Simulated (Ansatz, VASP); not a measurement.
**One calculation of Sn, two programs**

File INCAR:

```
SYSTEM = Sn
PREC     = Accurate       ! precision mode
ENCUT    = 520            ! plane-wave cutoff, eV
EDIFF    = 1E-6           ! SCF threshold, eV
ISMEAR   = -1             ! smearing method
SIGMA    = 0.1            ! smearing width, eV
LREAL    = .False.        ! projectors in reciprocal space
LASPH    = .True.         ! aspherical terms in the spheres
NELM     = 60             ! most SCF steps
ALGO     = Normal         ! electronic algorithm
ISIF     = 2              ! what is computed and relaxed
LWAVE    = .False.        ! write WAVECAR
LCHARG   = .True.         ! write CHGCAR
GGA      = RP             ! functional
LELF     = .True.         ! ELF
LVHAR    = .True.       
NBANDS   = 13             ! bands
```

File KPOINTS:

```
Automatic mesh
0
Gamma
  11 11 11
  0 0 0
```

File POSCAR:

```
Sn
1.0
    3.2343437860      0.0000000000      0.0000000000
    0.0000000000      3.2343437860      0.0000000000
    0.0000000000      0.0000000000      3.2343437860
Sn
1
Direct
    0.0000000000      0.0000000000      0.0000000000
```

Input for Ansatz:

```yaml
crystal:
  lattice:
    - [3.234343786, 0.0, 0.0]
    - [0.0, 3.234343786, 0.0]
    - [0.0, 0.0, 3.234343786]
  atoms:
    - { symbol: Sn, position: [0.0, 0.0, 0.0] }
hamiltonian:
  xc: rpbe
  pseudopotentials:
    kind: paw
    azcp:
      Sn: "pseudopotentials/Sn.paw.azcp"
basis:
  ecutwfc: 420
  fft_grid_basis: typed
kpoints:
  mp_grid: { grid: [11, 11, 11], shift: [0, 0, 0] }
magnetization:
  spin_polarized: false
scf:
  occupations: { method: fermi_dirac, width: 0.1 }
  lower_state_search: "off"
output:
  stress: true
```

Alike in both runs: task single point; functional RPBE; k mesh 11 × 11 × 11; occupations fermi-dirac, width 0.1 eV; no spin polarisation.

|  | VASP | Ansatz |
| --- | --- | --- |
| version | VASP 6.6.1 | Ansatz 0.2.0 |
| potentials or method | VASP PAW PBE potentials, release 64 (Sn_d), cutoff 520 eV | plane waves (420 eV) with PAW, scalar-relativistic |
| valence electrons in the cell | 14 | 14 |

```tsv
	VASP	Ansatz	Ansatz less VASP
pressure (GPa)	-3.4	-3.3	+0.03
```

VASP's potentials were made for PBE, not for RPBE.
